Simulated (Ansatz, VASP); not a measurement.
## Two plane-wave programs on Ta2Tl

```
Ta Tl
1.0
     5.88660    0.00000    0.00000
     0.00000    5.88660    0.00000
     0.00000    0.00000    5.88660
Ta Tl
4 2
Direct
  0.25000 0.25000 0.25000
  0.25000 0.75000 0.75000
  0.75000 0.75000 0.25000
  0.75000 0.25000 0.75000
  0.00000 0.00000 0.00000
  0.50000 0.50000 0.50000
```

Alike in both runs: functional PBE; k mesh 4 × 4 × 4; occupations gaussian, width 0.1 eV; no spin polarisation.

Ansatz relaxed the structure, and its values are those at the end. VASP's run is a single point on that final structure, the one shown.

```csv
,VASP,Ansatz
version,VASP 6.6.1,Ansatz 0.2.0
potentials or method,"VASP PAW PBE potentials, release 64 (Ta_pv, Tl_d), cutoff 520 eV","scalar-relativistic, plane waves, PAW"
valence electrons in the cell,70,78
```

Ansatz gave:

| Property | Result |
| --- | --- |
| gap on the k mesh at the Fermi level (eV) | none |
| pressure (GPa) | 0.2 |

Problem. What did VASP give for the same quantities?

Solution. gap on the k mesh at the Fermi level (eV): none; pressure (GPa): 0.1.

A gap of «none» marks a metal or a gap that the smearing closes. VASP's potentials hold 70 valence electrons a cell and Ansatz's 78, so a difference there can come from the potentials and not from the codes.

Spin-orbit coupling is off throughout.
